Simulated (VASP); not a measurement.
Write the native input for VASP 6.6.1 that does the following.

* Task: relaxation of cell and atoms
* Functional: PBE
* Potentials or basis: VASP PAW PBE potentials, release 64 (Cd, Te, Se)
* Cutoff: 600 eV
* k mesh: 6 × 6 × 6
* Occupations: gaussian, width 0.1 eV
* Spin: no spin polarisation
* Dipole correction: no
* Further INCAR settings: ALGO = Normal; EDIFF = 1e-06; IBRION = 2; EDIFFG = -0.04; NSW = 90; ISIF = 3

The structure of Cd3TeSe2 lies in POSCAR:

```
Cd3TeSe2
1.0
   -2.4499444932      2.4499444932      8.0958230998
    2.4499444932     -2.4499444932      8.0958230998
    2.4499444932      2.4499444932     -8.0958230998
Cd Te Se
3 1 2
Direct
    0.6771416446      0.6771416446      0.0000000000
    0.3228583554      0.3228583554      0.0000000000
    0.0000000000      0.0000000000      0.0000000000
    0.5000000000      0.5000000000      0.0000000000
    0.7500000000      0.2500000000      0.5000000000
    0.2500000000      0.7500000000      0.5000000000
```

The cell was generated, and may not be a known phase.

These files were run (other wordings do the same):

INCAR

```
ALGO = Normal
EDIFF = 1E-6
EDIFFG = -0.04
ENCUT = 600
GGA = PE
IBRION = 2
ISIF = 3
ISMEAR = 0
LASPH = True
LCHARG = False
LREAL = False
LWAVE = False
NELM = 60
NSW = 90
PREC = Accurate
SIGMA = 0.1
```

KPOINTS

```
k-points
0
Gamma
  6 6 6
```

Potentials or basis: VASP PAW PBE potentials, release 64 (Cd, Te, Se).

Command:

```bash
$ cat potpaw_PBE.64/Cd/POTCAR potpaw_PBE.64/Te/POTCAR potpaw_PBE.64/Se/POTCAR > POTCAR
$ mpirun -np 1 vasp_std > vasp.out
```

Results of the run:

```json
{"Relaxed volume": "32.63 Å³/atom", "Relaxed cell": "a = 8.828 Å, b = 8.828 Å, c = 8.828 Å, α = 147.70°, β = 147.70°, γ = 46.33°", "Space group after relaxing (to 0.1 Å)": "I4/mmm (No. 139)", "Energy gained by relaxing": "0.2 meV/atom", "Ionic steps": "2", "Pressure after relaxing": "0.0 GPa", "Largest force after relaxing": "0.004 eV/Å", "Band gap on the k mesh": "zero (bands 27 and 28 overlap by 1.13 eV)"}
```

Caveat: spin-orbit coupling is left out, which moves the levels of the heavy elements.

Wall time 16 min on 1 thread of AMD EPYC 9R14 (Zen 4), with other jobs on the host, peak memory 0.83 GiB.
